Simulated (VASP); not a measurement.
Here is a VASP 6.6.1 calculation.

INCAR

```
SYSTEM = In2GeO2
PREC = Accurate
ENCUT = 520
EDIFF = 1E-7
ISMEAR = 0
SIGMA = 0.1
LREAL = .FALSE.
LASPH = .TRUE.
NELM = 100
ALGO = Normal
ISIF = 2
LWAVE = .FALSE.
LCHARG = .FALSE.
GGA = PE
NBANDS = 34
```

KPOINTS

```
regular mesh
0
G
  6 6 4
  0 0 0
```

File POSCAR:

```
In2GeO2
1.0
    3.6015789087     -0.0000000024      0.0000000000
   -1.8007894522      3.1190588299      0.0000000000
    0.0000000000      0.0000000000      9.0693054968
In Ge O
2 1 2
Direct
    0.6666666667      0.3333333333      0.8863563434
    0.3333333333      0.6666666667      0.4795630860
    0.3333333333      0.6666666667      0.1714189605
    0.6666666667      0.3333333333      0.1590926819
    0.0000000000      0.0000000000      0.5535689582
```

Potentials or basis: VASP PAW PBE potentials, release 64 (In_d, Ge_d, O).

Command:

```sh
$ cat potpaw_PBE.64/In_d/POTCAR potpaw_PBE.64/Ge_d/POTCAR potpaw_PBE.64/O/POTCAR > POTCAR
$ mpirun -np 1 vasp_std > vasp.out
```

Question: Estimate the pressure.

Answer: 0.2 GPa.

Question: Estimate the largest force.

Answer: 0.041 eV/Å.

Question: Estimate the band gap on the k mesh.

Answer: 0.27 eV (least direct gap 0.78 eV).

Stress tensor (GPa, compression positive):
```
0.23 0.00 0.00
0.00 0.23 0.00
0.00 0.00 0.14
```

Caveat: semilocal functionals underestimate gaps, and a narrow one can read as zero; spin-orbit coupling is left out, which moves the levels of the heavy elements. A k mesh can miss the band edges.
